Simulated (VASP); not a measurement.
Runs of VASP 6.6.1 on Rh. The structure is that of space group P6_3/mmc (No. 194), or close to it. The cells are those of the table. This isn't the form of Rh at room conditions, which is fcc.

| cell | further INCAR settings | gap on the mesh (eV) | pressure (GPa) |
| --- | --- | --- | --- |
| a = 2.604, b = 2.604, c = 7.973 Å, angles 90.0, 90.0, 120.0°, 4 atoms | ALGO = Fast; EDIFF = 1e-06; NBANDS = 38 | none | 57.0 |
| a = 2.657, b = 2.657, c = 8.436 Å, angles 90.0, 90.0, 120.0°, 4 atoms | ALGO = Fast; EDIFF = 1e-06; NBANDS = 38 | none | (a) |
| a = 2.631, b = 2.631, c = 8.667 Å, angles 90.0, 90.0, 120.0°, 4 atoms | ALGO = Fast; EDIFF = 1e-06; NBANDS = 38 | none | 7.6 |
| a = 2.684, b = 2.684, c = 8.205 Å, angles 90.0, 90.0, 120.0°, 4 atoms | ALGO = Fast; EDIFF = 1e-06; NBANDS = 38 | none | 14.8 |
| a = 2.604, b = 2.604, c = 8.205 Å, angles 90.0, 90.0, 120.0°, 4 atoms | ALGO = Fast; EDIFF = 1e-06; NBANDS = 38 | none | (b) |
| a = 2.631, b = 2.631, c = 7.973 Å, angles 90.0, 90.0, 120.0°, 4 atoms | ALGO = Fast; EDIFF = 1e-06; NBANDS = 38 | none | 46.5 |
| a = 2.578, b = 2.578, c = 7.973 Å, angles 90.0, 90.0, 120.0°, 4 atoms | ALGO = Fast; EDIFF = 1e-06; NBANDS = 38 | none | 68.8 |
| a = 2.578, b = 2.578, c = 8.898 Å, angles 90.0, 90.0, 120.0°, 4 atoms | ALGO = Fast; EDIFF = 1e-07; NBANDS = 38 | none | 14.3 |
| a = 2.737, b = 2.737, c = 7.973 Å, angles 90.0, 90.0, 120.0°, 4 atoms | ALGO = Fast; EDIFF = 1e-06; NBANDS = 38 | none | 14.3 |
| a = 2.578, b = 2.578, c = 8.205 Å, angles 90.0, 90.0, 120.0°, 4 atoms | ALGO = Fast; EDIFF = 1e-06; NBANDS = 38 | none | (c) |

Alike in all rows: task single point; level LDA; potentials or basis VASP PAW LDA potentials, release 64 (Rh_pv); no spin polarisation; k mesh 18 × 18 × 6; cutoff (eV) 520; smearing gaussian 0.15 eV.

Problem. Fill in the values left out.

Solution. (a) 10.4; (b) 40.1; (c) 50.6.

Caveats: the stress differs along the axes, from 44 to 83 GPa (at least some runs); the stress differs along the axes, from 7 to 18 GPa (at least some runs); the cell stands under pressure (at least some runs); the stress differs along the axes, from 6 to 33 GPa (at least some runs); the stress differs along the axes, from 34 to 53 GPa (at least some runs); the stress differs along the axes, from 33 to 74 GPa (at least some runs); the stress differs along the axes, from 57 to 92 GPa (at least some runs).

A k mesh can miss the band edges, and the runs leave out spin-orbit coupling on Rh.

A gap of «none» marks levels without a gap at the run's occupations.
